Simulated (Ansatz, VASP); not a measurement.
One calculation of Sn3Te, two programs

```
Sn Te
1.0
     4.86562    0.00000    0.00000
     0.00000    4.86562    0.00000
     0.00000    0.00000    4.86562
Sn Te
3 1
Direct
  0.17200 0.71300 0.34000
  0.17200 0.21300 0.84000
  0.67200 0.71300 0.84000
  0.67200 0.21300 0.34000
```

Alike in both runs: task single point; functional PBE; k mesh 4 × 4 × 4; occupations gaussian, width 0.1 eV; no spin polarisation.

|  | VASP | Ansatz |
| --- | --- | --- |
| version | VASP 6.6.1 | Ansatz 0.2.0 |
| potentials or method | VASP PAW PBE potentials, release 64 (Sn_d, Te), cutoff 520 eV | scalar-relativistic, plane waves, PAW |
| valence electrons in the cell | 48 | 58 |

|  | VASP | Ansatz | Ansatz less VASP |
| --- | --- | --- | --- |
| gap on the k mesh at the Fermi level (eV) | none | none | - |
| pressure (GPa) | -0.1 | -0.1 | +0.04 |

A gap of «none» marks a metal or a gap that the smearing closes. The functional is the same, so the differences come from potentials, cutoffs and numerics. VASP's potentials hold 48 valence electrons a cell and Ansatz's 58, so a difference there can come from the potentials and not from the codes.

Neither program's run includes spin-orbit coupling.
